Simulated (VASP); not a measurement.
Runs of VASP 6.6.1 on P. The structure is that of space group Pmna (No. 53), or close to it. The cells are those of the table. 

```csv
cell,gap on the mesh (eV),largest force (eV/Å)
"a = 3.234, b = 34.334, c = 4.493 Å, 4 atoms",(b),0.88
"a = 3.185, b = 33.811, c = 4.493 Å, 4 atoms",0.80,1.12
"a = 3.185, b = 33.811, c = 4.771 Å, 4 atoms",1.11,0.55
"a = 3.234, b = 34.334, c = 4.702 Å, 4 atoms",1.05,0.28
"a = 3.234, b = 34.334, c = 4.632 Å, 4 atoms",0.96,0.43
"a = 3.284, b = 34.857, c = 4.493 Å, 4 atoms",0.73,(a)
"a = 3.185, b = 33.811, c = 4.632 Å, 4 atoms",(c),0.70
"a = 3.284, b = 34.857, c = 4.563 Å, 4 atoms",0.81,0.49
```

Alike in all rows: task single point; level PBEsol; potentials or basis VASP PAW PBE potentials, release 64 (P); no spin polarisation; k mesh 8 × 1 × 6; cutoff (eV) 520; smearing gaussian 0.05 eV.

**Question.** Estimate the missing entries.

**Answer.** (a) 0.73; (b) 0.77; (c) 1.00.

Caveats: the PAW data sets were made with another functional, which shifts forces and pressure a little.

A k mesh can miss the band edges.
